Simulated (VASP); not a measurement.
# Al2GaSb3 (P-4m2) in VASP: a series of runs, part 2 of 2

VASP 6.6.1. The steps go on from the part before.

## 4. Relaxation of cell and atoms, PBE

INCAR reads:

```
SYSTEM = Al2GaSb3
ALGO = Normal
EDIFF = 1E-6
EDIFFG = -0.04
ENCUT = 600
GGA = PE
IBRION = 2
ISIF = 3
ISMEAR = 0
LASPH = .TRUE.
LCHARG = .FALSE.
LREAL = .FALSE.
LWAVE = .FALSE.
NELM = 100
NSW = 90
PREC = Accurate
SIGMA = 0.1
```

KPOINTS reads:

```
k-points
0
G
  4 4 2
  0 0 0
```

POSCAR reads:

```
Al2GaSb3
1.0
    3.8928161600      0.0000000000      0.0000000000
    0.0000000000      3.8928161600      0.0000000000
    0.0000000000      0.0000000000      8.5395611500
Al Ga Sb
2 1 3
Direct
    0.0000000000      0.5000000000      0.7372320300
    0.5000000000      0.0000000000      0.2627679700
    0.0000000000      0.0000000000      0.0000000000
    0.5000000000      0.5000000000      0.0000000000
    0.0000000000      0.5000000000      0.3774000100
    0.5000000000      0.0000000000      0.6225999900
```

Potentials or basis: VASP PAW PBE potentials, release 64 (Al, Ga_d, Sb).

Launch:

```
> cat potpaw_PBE.64/Al/POTCAR potpaw_PBE.64/Ga_d/POTCAR potpaw_PBE.64/Sb/POTCAR > POTCAR
> mpirun -np 1 vasp_std > vasp.out
```

OUTCAR:

```text
SYSTEM = Al2GaSb3
   EDIFF = 1E-6
   EDIFFG = -0.04
   ENCUT = 600
   GGA = PE
   IBRION = 2
   ISIF = 3
   ISMEAR = 0
   LASPH = .TRUE.
   LREAL = .FALSE.
   NELM = 100
   NSW = 90
   PREC = Accurate

 ion  position               nearest neighbor table
   1  0.000  0.500  0.737-   6 2.92   6 2.92   6 2.92   6 2.92   4 2.97   4 2.97   3 2.97   3 2.97
                             5 3.07
   2  0.500  0.000  0.263-   5 2.92   5 2.92   5 2.92   5 2.92   4 2.97   3 2.97   3 2.97   4 2.97
                             6 3.07
   3  0.000  0.000  0.000-   4 2.75   4 2.75   4 2.75   4 2.75   2 2.97   2 2.97   1 2.97   1 2.97

   4  0.500  0.500  0.000-   3 2.75   3 2.75   3 2.75   3 2.75   2 2.97   1 2.97   1 2.97   2 2.97
                             5 3.76   6 3.76   5 3.76   6 3.76
   5  0.000  0.500  0.377-   2 2.92   2 2.92   2 2.92   2 2.92   1 3.07   6 3.46   6 3.46   6 3.46
                             6 3.46   4 3.76   4 3.76
   6  0.500  0.000  0.623-   1 2.92   1 2.92   1 2.92   1 2.92   2 3.07   5 3.46   5 3.46   5 3.46
                             5 3.46   4 3.76   4 3.76

  LATTYP: Found a simple tetragonal cell.
 ALAT       =     3.8928161600
 C/A-ratio  =     2.1936718301

  Lattice vectors:

 A1 = (   3.8928161600,   0.0000000000,   0.0000000000)
 A2 = (   0.0000000000,   3.8928161600,   0.0000000000)
 A3 = (   0.0000000000,   0.0000000000,   8.5395611500)

Analysis of symmetry for initial positions (statically):
=====================================================================
 Subroutine PRICEL returns:
 Original cell was already a primitive cell.

 Routine SETGRP: Setting up the symmetry group for a
 simple tetragonal supercell.

 Subroutine GETGRP returns: Found  8 space group operations
 (whereof  8 operations were pure point group operations)
 out of a pool of 16 trial point group operations.

The static configuration has the point symmetry D_2d.

Analysis of symmetry for dynamics (positions and initial velocities):
=====================================================================
 Subroutine PRICEL returns:
 Original cell was already a primitive cell.
[... 140 lines left out ...]
 NGX is ok and might be reduce to    32
   NGX = 15   NGY = 15   NGZ = 35

--------------------------------------- Ionic step        1  -------------------------------------------

 number of electron      33.9999991 magnetization

 Free energy of the ion-electron system (eV)
  ---------------------------------------------------
  ext. energy  EPLUGINS =         0.00000000
  ---------------------------------------------------
  free energy    TOTEN  =       -21.20038281 eV

  energy without entropy =      -21.16068842  energy(sigma->0) =      -21.18053562

------------------------ aborting loop because EDIFF is reached ----------------------------------------

  FORCE on cell =-STRESS in cart. coord.  units (eV):
  Direction    XX          YY          ZZ          XY          YZ          ZX
  --------------------------------------------------------------------------------------
  -------------------------------------------------------------------------------------
  Total        5.5052638      5.5052638      1.6890347      0.0000000      0.0000000     -0.0000000
  in kB       68.1593400     68.1593400     20.9115301      0.0000000      0.0000000     -0.0000000
  external PRESSURE =      52.4100700 kB  Pullay stress =       0.0000000 kB
[... 101 lines left out ...]
  FREE ENERGIE OF THE ION-ELECTRON SYSTEM (eV)
  ---------------------------------------------------
  free  energy   TOTEN  =       -21.4786183325 eV

  energy  without entropy=      -21.4389614782  energy(sigma->0) =      -21.45878991

 E-fermi :   7.0491     XC(G=0):  -9.9970

 val. band max:        6.8766594999   @ k =   0.2500   0.0000   0.0000
 cond. band min:       7.0536884990   @ k =   0.2500   0.2500   0.5000
 fundamental gap:      0.1770289991
 Fermi energy:         7.0491363021

 k-point     1 :       0.0000    0.0000    0.0000
  band No.  band energies     occupation
      1      -7.7366      2.00000
      2      -7.7087      2.00000
      3      -7.7087      2.00000
      4      -7.7064      2.00000
      5      -7.7054      2.00000
      6      -4.7806      2.00000
[... 277 lines left out ...]
     20       6.1406      2.00000
     21       7.5020      0.00000

[... ionic steps 4 to 25 ...]

--------------------------------------- Ionic step       26  -------------------------------------------

 number of electron      33.9999992 magnetization

------------------------ aborting loop because EDIFF is reached ----------------------------------------
[... 75 lines left out ...]
--------------------------------------- Ionic step       28  -------------------------------------------

 number of electron      33.9999992 magnetization

 Free energy of the ion-electron system (eV)
  ---------------------------------------------------
  ext. energy  EPLUGINS =         0.00000000
  ---------------------------------------------------
  free energy    TOTEN  =       -21.95077488 eV

  energy without entropy =      -21.93979888  energy(sigma->0) =      -21.94528688

 E-fermi :   7.3397     XC(G=0): -10.0641

 val. band max:        7.2136837765   @ k =   0.5000   0.0000   0.0000
 cond. band min:       7.3541473369   @ k =   0.2500   0.0000   0.0000
 fundamental gap:      0.1404635604
 Fermi energy:         7.3396900385

 k-point     1 :       0.0000    0.0000    0.0000
  band No.  band energies     occupation
      1      -7.5362      2.00000
      2      -7.5039      2.00000
      3      -7.5039      2.00000
      4      -7.5014      2.00000
      5      -7.4995      2.00000
      6      -4.7472      2.00000
[... 310 lines left out ...]
  FREE ENERGIE OF THE ION-ELECTRON SYSTEM (eV)
  ---------------------------------------------------
  free  energy   TOTEN  =       -21.9507748787 eV

  energy  without entropy=      -21.9397988766  energy(sigma->0) =      -21.94528688

 reached required accuracy - stopping structural energy minimisation
```

CONTCAR:

```text
Al2GaSb3
   1.00000000000000
     4.1938478309251321    0.0000000000000000   -0.0000000000000000
    -0.0000000000000000    4.1938478309251321   -0.0000000000000000
     0.0000000000000000   -0.0000000000000000    7.9719980420516210
  Al              Ga              Sb
     2     1     3
Direct
     1.0000000000000000    0.5000000000000000    0.7106427644088945
     0.5000000000000000    0.0000000000000000    0.2893572355911055
     0.0000000000000000    0.0000000000000000    0.0000000000000000
     0.5000000000000000    0.5000000000000000    0.0000000000000000
     0.0000000000000000    0.5000000000000000    0.3477612052496833
     0.5000000000000000    0.0000000000000000    0.6522387947503164

  0.00000000E+00  0.00000000E+00  0.00000000E+00
  0.00000000E+00  0.00000000E+00  0.00000000E+00
  0.00000000E+00  0.00000000E+00  0.00000000E+00
  0.00000000E+00  0.00000000E+00  0.00000000E+00
  0.00000000E+00  0.00000000E+00  0.00000000E+00
  0.00000000E+00  0.00000000E+00  0.00000000E+00
```

Run time: 15 min. Hardware: 1 thread of Intel Xeon Platinum 8375C at 2.90GHz (Ice Lake), shared host; peak memory 0.29 GiB.

What came out:

- Free energy: -21.9508 eV
- Relaxed volume: 23.37 Å³/atom
- Relaxed cell: a = 4.194 Å, b = 4.194 Å, c = 7.972 Å, α = 90.00°, β = 90.00°, γ = 90.00°
- Space group after relaxing (to 0.1 Å): P-4m2 (No. 115)
- Energy gained by relaxing: 125.1 meV/atom
- Ionic steps: 28
- Pressure after relaxing: -0.1 GPa
- Largest force after relaxing: 0.004 eV/Å
- Band gap on the k mesh: zero (bands 17 and 18 overlap by 1.80 eV)

Forces in eV/Å, atoms in the order of the input:
```
Al   0.000  0.000 -0.004
Al   0.000  0.000  0.004
Ga   0.000  0.000  0.000
Sb   0.000  0.000  0.000
Sb   0.000  0.000 -0.004
Sb   0.000  0.000  0.004
```

Stress tensor (GPa, compression positive):
```
-0.08  0.00  0.00
 0.00 -0.08  0.00
 0.00  0.00 -0.20
```

The path:
| step | energy change (eV) | largest force (eV/Å) | pressure (GPa) | volume (Å³) |
| --- | --- | --- | --- | --- |
| 1 | 0.0000 | 0.0826 | 5.24 | 129.41 |
| 2 | -0.2774 | 0.1564 | -0.94 | 143.04 |
| 3 | -0.2782 | 0.1517 | -1.24 | 143.87 |
| 4 | -0.4643 | 0.3622 | -2.14 | 145.88 |
| 5 | -0.5507 | 0.3952 | -2.49 | 147.90 |
| 6 | -0.5515 | 0.4372 | -2.51 | 147.56 |
| 7 | -0.5996 | 0.2339 | 1.22 | 138.43 |
| 8 | -0.6171 | 0.3232 | -0.17 | 141.37 |
| 9 | -0.6377 | 0.2744 | 0.08 | 140.41 |
| 10 | -0.6480 | 0.2018 | 0.46 | 139.32 |
| 11 | -0.6617 | 0.1854 | -0.13 | 140.70 |
| 12 | -0.6678 | 0.2211 | -0.94 | 142.79 |
| 13 | -0.6740 | 0.2483 | -0.87 | 142.57 |
| 14 | -0.6892 | 0.3311 | -0.61 | 141.90 |
| 15 | -0.7026 | 0.4467 | -0.04 | 140.58 |
| 16 | -0.7154 | 0.3861 | 0.10 | 140.18 |
| 17 | -0.7309 | 0.2662 | 0.47 | 139.31 |
| 18 | -0.7315 | 0.2506 | 0.58 | 139.08 |
| 19 | -0.7382 | 0.2016 | 0.12 | 140.03 |
| 20 | -0.7409 | 0.1515 | -0.35 | 141.07 |
| 21 | -0.7438 | 0.1238 | -0.22 | 140.71 |
| 22 | -0.7472 | 0.0556 | 0.08 | 139.87 |
| 23 | -0.7473 | 0.0572 | 0.17 | 139.71 |
| 24 | -0.7484 | 0.0672 | 0.01 | 139.98 |
| 25 | -0.7486 | 0.0749 | -0.08 | 140.18 |
| 26 | -0.7493 | 0.0608 | -0.01 | 140.05 |
| 27 | -0.7502 | 0.0190 | 0.12 | 139.67 |
| 28 | -0.7504 | 0.0042 | -0.12 | 140.21 |

Final structure:
```
Al Ga Sb
1.0
     4.19385    0.00000    0.00000
     0.00000    4.19385    0.00000
     0.00000    0.00000    7.97200
Al Ga Sb
2 1 3
Direct
  0.00000 0.50000 0.71064
  0.50000 0.00000 0.28936
  0.00000 0.00000 0.00000
  0.50000 0.50000 0.00000
  0.00000 0.50000 0.34776
  0.50000 0.00000 0.65224
```

Levels at points of the mesh, in eV from the Fermi level:
```
           k point  band 15  band 16  band 17  band 18  band 19  band 20
(0.00, 0.00, 0.00)    -0.92    -0.92    -0.82    -0.82    -0.62     0.50
(0.50, 0.00, 0.00)    -0.68    -0.30    -0.13     0.37     0.76     1.28
(0.50, 0.50, 0.00)    -3.98    -3.67    -3.60     1.18     1.46     1.46
(0.00, 0.00, 0.50)    -2.25    -1.79     0.58     0.58     0.74     1.63
(0.50, 0.00, 0.50)    -0.52    -0.18     0.33     0.35     0.69     1.35
(0.50, 0.50, 0.50)    -2.21    -2.21    -1.77    -1.22    -1.22    -0.83
```

Caveat: the k points lie up to 0.39 Å⁻¹ apart in the final cell, too coarse for converged energies and pressures of a metal; spin-orbit coupling is left out, which moves the levels of the heavy elements.

## 5. Single point, PBE

This run uses another cell than the first one, of 23.41 Å³/atom.

INCAR reads:

```
ALGO = Normal ; EDIFF = 1E-6
ENCUT = 520 ; GGA = PE
ISIF = 2 ; ISMEAR = 0
LASPH = T ; LCHARG = F
LREAL = F ; LWAVE = F
NBANDS = 26 ; NELM = 80
PREC = Accurate ; SIGMA = 0.1
```

KPOINTS reads:

```
k-points
0
Gamma
  10 10 6
```

POSCAR reads:

```
Al2GaSb3
1.0
    4.1190384930      0.0000000000      0.0000000000
    0.0000000000      4.1190384930      0.0000000000
    0.0000000000      0.0000000000      8.2790601686
Al Ga Sb
2 1 3
Direct
    0.0000000000      0.5000000000      0.7005228226
    0.5000000000      0.0000000000      0.2994771774
    0.0000000000      0.0000000000      0.0000000000
    0.5000000000      0.5000000000      0.0000000000
    0.0000000000      0.5000000000      0.3489280797
    0.5000000000      0.0000000000      0.6510719203
```

Launch:

```
> cat potpaw_PBE.64/Al/POTCAR potpaw_PBE.64/Ga_d/POTCAR potpaw_PBE.64/Sb/POTCAR > POTCAR
> mpirun -np 1 vasp_std > vasp.out
```

Run time: 4.1 min. Hardware: 1 thread of Intel Xeon Platinum 8375C at 2.90GHz (Ice Lake), shared host; peak memory 0.46 GiB.

The run converged. Its results:

```yaml
Free_energy: -21.9049 eV
Pressure: 0.0 GPa
Largest_force: 0.011 eV/Å
Band_gap_on_the_k_mesh: zero (bands 17 and 18 overlap by 2.23 eV)
```

Forces on the atoms (eV/Å):
```
Al   0.000  0.000  0.011
Al   0.000  0.000 -0.011
Ga   0.000  0.000  0.000
Sb   0.000  0.000  0.000
Sb   0.000  0.000 -0.001
Sb   0.000  0.000  0.001
```

Levels at points of the mesh, in eV from the Fermi level:
```tsv
k point	band 14	band 15	band 16	band 17	band 18	band 19	band 20	band 21
(0.00, 0.00, 0.00)	-1.31	-0.97	-0.97	-0.73	-0.73	-0.52	0.88	1.58
(0.50, 0.00, 0.00)	-0.87	-0.49	-0.41	-0.06	0.51	1.08	1.30	1.55
(0.50, 0.50, 0.00)	-3.90	-3.90	-3.80	-3.66	0.80	1.01	1.01	2.35
(0.00, 0.00, 0.50)	-2.10	-2.10	-1.40	0.37	0.37	1.02	1.81	2.61
(0.50, 0.00, 0.50)	-0.81	-0.30	0.07	0.75	0.84	1.07	1.67	1.69
(0.50, 0.50, 0.50)	-2.65	-2.44	-2.44	-2.16	-1.20	-1.20	-0.86	0.62
```

Caveat: spin-orbit coupling is left out, which moves the levels of the heavy elements.

## 6. Relaxation of cell and atoms, PBE

This run uses another cell than the first one, of 23.28 Å³/atom.

INCAR reads:

```
PREC = Accurate
ENCUT = 600
EDIFF = 1E-6
ISMEAR = 0
SIGMA = 0.1
LREAL = False
LASPH = True
NELM = 80
ALGO = Normal
ISIF = 3
LWAVE = False
LCHARG = False
GGA = PE
IBRION = 2
NSW = 100
EDIFFG = -0.01
```

KPOINTS reads:

```
Automatic mesh
0
Gamma
  10 10 6
```

POSCAR reads:

```
Al2GaSb3
1.0
    4.1903074149      0.0000000000      0.0000000000
    0.0000000000      4.1903074149      0.0000000000
    0.0000000000      0.0000000000      7.9540840270
Al Ga Sb
2 1 3
Direct
    0.0000000000      0.5000000000      0.7102891232
    0.5000000000      0.0000000000      0.2897108768
    0.0000000000      0.0000000000      0.0000000000
    0.5000000000      0.5000000000      0.0000000000
    0.0000000000      0.5000000000      0.3474610648
    0.5000000000      0.0000000000      0.6525389352
```

Potentials or basis: VASP PAW PBE potentials, release 64 (Al, Ga_d, Sb).

Launch:

```
> cat potpaw_PBE.64/Al/POTCAR potpaw_PBE.64/Ga_d/POTCAR potpaw_PBE.64/Sb/POTCAR > POTCAR
> mpirun -np 1 vasp_std > vasp.out
```

It took 67 min on 1 thread of Intel Xeon Platinum 8375C at 2.90GHz (Ice Lake), shared host; peak memory 0.55 GiB.

It converged, with:

- Free energy: -21.9048 eV
- Relaxed volume: 23.40 Å³/atom
- Relaxed cell: a = 4.121 Å, b = 4.121 Å, c = 8.265 Å, α = 90.00°, β = 90.00°, γ = 90.00°
- Space group after relaxing (to 0.1 Å): P-4m2 (No. 115)
- Energy gained by relaxing: 3.5 meV/atom
- Ionic steps: 25
- Pressure after relaxing: 0.0 GPa
- Largest force after relaxing: 0.010 eV/Å
- Band gap on the k mesh: zero (bands 17 and 18 overlap by 2.20 eV)

Forces on the atoms (eV/Å):
```
Al   0.000  0.000 -0.008
Al   0.000  0.000  0.008
Ga   0.000  0.000  0.000
Sb   0.000  0.000  0.000
Sb   0.000  0.000  0.010
Sb   0.000  0.000 -0.010
```

Step by step:
| step | energy change (eV) | largest force (eV/Å) | pressure (GPa) | volume (Å³) |
| --- | --- | --- | --- | --- |
| 1 | 0.0000 | 0.0915 | 0.24 | 139.66 |
| 2 | -0.0017 | 0.0727 | -0.06 | 140.36 |
| 3 | -0.0021 | 0.0596 | -0.27 | 140.88 |
| 4 | -0.0034 | 0.0455 | -0.25 | 140.81 |
| 5 | -0.0073 | 0.0234 | -0.17 | 140.59 |
| 6 | -0.0126 | 0.0807 | 0.02 | 140.14 |
| 7 | 0.0012 | 0.2569 | 0.60 | 139.17 |
| 8 | -0.0128 | 0.1051 | 0.07 | 140.03 |
| 9 | -0.0146 | 0.1064 | 0.07 | 140.03 |
| 10 | -0.0157 | 0.1094 | 0.13 | 140.01 |
| 11 | -0.0162 | 0.1085 | 0.08 | 140.02 |
| 12 | -0.0162 | 0.1087 | 0.09 | 140.02 |
| 13 | -0.0172 | 0.0909 | -0.01 | 140.20 |
| 14 | -0.0183 | 0.0629 | -0.12 | 140.50 |
| 15 | -0.0181 | 0.0494 | -0.38 | 141.10 |
| 16 | -0.0186 | 0.0395 | -0.23 | 140.76 |
| 17 | -0.0193 | 0.0337 | -0.03 | 140.26 |
| 18 | -0.0194 | 0.0363 | 0.04 | 140.13 |
| 19 | -0.0196 | 0.0355 | 0.01 | 140.16 |
| 20 | -0.0200 | 0.0333 | -0.01 | 140.24 |
| 21 | -0.0205 | 0.0296 | -0.04 | 140.41 |
| 22 | -0.0206 | 0.0280 | -0.06 | 140.49 |
| 23 | -0.0208 | 0.0180 | 0.08 | 140.21 |
| 24 | -0.0208 | 0.0180 | 0.08 | 140.20 |
| 25 | -0.0211 | 0.0096 | 0.02 | 140.38 |

Final structure:
```yaml
crystal:
  lattice:
    - [4.12132, 0.00000, 0.00000]
    - [0.00000, 4.12132, 0.00000]
    - [0.00000, 0.00000, 8.26454]
  atoms:
    - { symbol: Al, position: [0.00000, 0.50000, 0.70221] }
    - { symbol: Al, position: [0.50000, 0.00000, 0.29779] }
    - { symbol: Ga, position: [0.00000, 0.00000, 0.00000] }
    - { symbol: Sb, position: [0.50000, 0.50000, 0.00000] }
    - { symbol: Sb, position: [0.00000, 0.50000, 0.34937] }
    - { symbol: Sb, position: [0.50000, 0.00000, 0.65063] }
```

Levels at points of the mesh, in eV from the Fermi level:
| k point | band 13 | band 14 | band 15 | band 16 | band 17 | band 18 | band 19 | band 20 | band 21 |
| --- | --- | --- | --- | --- | --- | --- | --- | --- | --- |
| (0.00, 0.00, 0.00) | -2.26 | -1.30 | -0.96 | -0.96 | -0.72 | -0.72 | -0.53 | 0.87 | 1.56 |
| (0.50, 0.00, 0.00) | -0.98 | -0.86 | -0.47 | -0.41 | -0.08 | 0.50 | 1.07 | 1.30 | 1.53 |
| (0.50, 0.50, 0.00) | -4.26 | -3.90 | -3.90 | -3.78 | -3.66 | 0.81 | 1.03 | 1.03 | 2.35 |
| (0.00, 0.00, 0.50) | -2.51 | -2.10 | -2.10 | -1.42 | 0.39 | 0.39 | 1.01 | 1.82 | 2.64 |
| (0.50, 0.00, 0.50) | -2.76 | -0.82 | -0.30 | 0.07 | 0.73 | 0.81 | 1.04 | 1.67 | 1.68 |
| (0.50, 0.50, 0.50) | -4.89 | -2.62 | -2.42 | -2.42 | -2.13 | -1.20 | -1.20 | -0.87 | 0.61 |

Caveat: spin-orbit coupling is left out, which moves the levels of the heavy elements.

## 7. Overview

| task | cell | k mesh | cutoff (eV) | gap on the mesh (eV) | pressure (GPa) | relaxed volume (Å³/atom) | largest force (eV/Å) |
| --- | --- | --- | --- | --- | --- | --- | --- |
| single point | a = 3.893, b = 3.893, c = 8.540 Å, 6 atoms, atomic positions A | 4 × 4 × 2 | 520 | none | 5.2 | - | 0.08 |
| single point | a = 4.190, b = 4.190, c = 7.954 Å, 6 atoms, atomic positions B | 4 × 4 × 2 | 520 | none | 0.1 | - | - |
| relaxation of cell and atoms | relaxed from a = 3.893, b = 3.893, c = 8.540 Å, 6 atoms, atomic positions A | 4 × 4 × 2 | 600 | none | -0.1 | 23.37 | - |
| single point | a = 4.119, b = 4.119, c = 8.279 Å, 6 atoms, atomic positions C | 10 × 10 × 6 | 520 | none | 0.0 | - | 0.01 |
| relaxation of cell and atoms | relaxed from a = 4.190, b = 4.190, c = 7.954 Å, 6 atoms, atomic positions B | 10 × 10 × 6 | 600 | none | 0.0 | 23.40 | 0.01 |

Alike in all rows: level PBE; potentials or basis VASP PAW PBE potentials, release 64 (Al, Ga_d, Sb); no spin polarisation; smearing gaussian 0.1 eV.

Caveats: some runs use coarse meshes; spin-orbit coupling is left out, which moves the levels of the heavy elements.

Total energies depend on the potentials used, so only differences within one code and one set of settings carry meaning.
